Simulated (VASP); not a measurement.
A run of VASP 6.6.1 is set up as follows.

INCAR

```
PREC = Accurate ; ENCUT = 520
EDIFF = 1E-6 ; ISMEAR = 0
SIGMA = 0.1 ; LREAL = False
LASPH = True ; NELM = 100
ALGO = Normal ; ISIF = 2
LWAVE = False ; LCHARG = False
GGA = PE ; NBANDS = 18
```

KPOINTS

```
Automatic mesh
0
Gamma
  6 6 4
```

The input POSCAR:

```
MgSnN
1.0
    3.6507694300      0.0000000000      0.0000000000
    0.0000000000      3.6858561300      0.0000000000
    0.0000000000      0.0000000000      3.7994485400
Mg Sn N
1 1 1
Direct
    0.0000000000      0.0000000000      0.0000000000
    0.5000000000      0.5000000000      0.5000000000
    0.5000000000      0.5000000000      0.0000000000
```

Potentials or basis: VASP PAW PBE potentials, release 64 (Mg, Sn_d, N).

Launch:

```console
$ cat potpaw_PBE.64/Mg/POTCAR potpaw_PBE.64/Sn_d/POTCAR potpaw_PBE.64/N/POTCAR > POTCAR
$ mpirun -np 1 vasp_std > vasp.out
```

Task: Predict the pressure.

Result: 15.2 GPa.

Stress tensor (GPa, compression positive):
```
-7.79  0.00  0.00
 0.00 -8.17  0.00
 0.00  0.00 61.48
```

Caveat: the k points lie up to 0.41 Å⁻¹ apart.
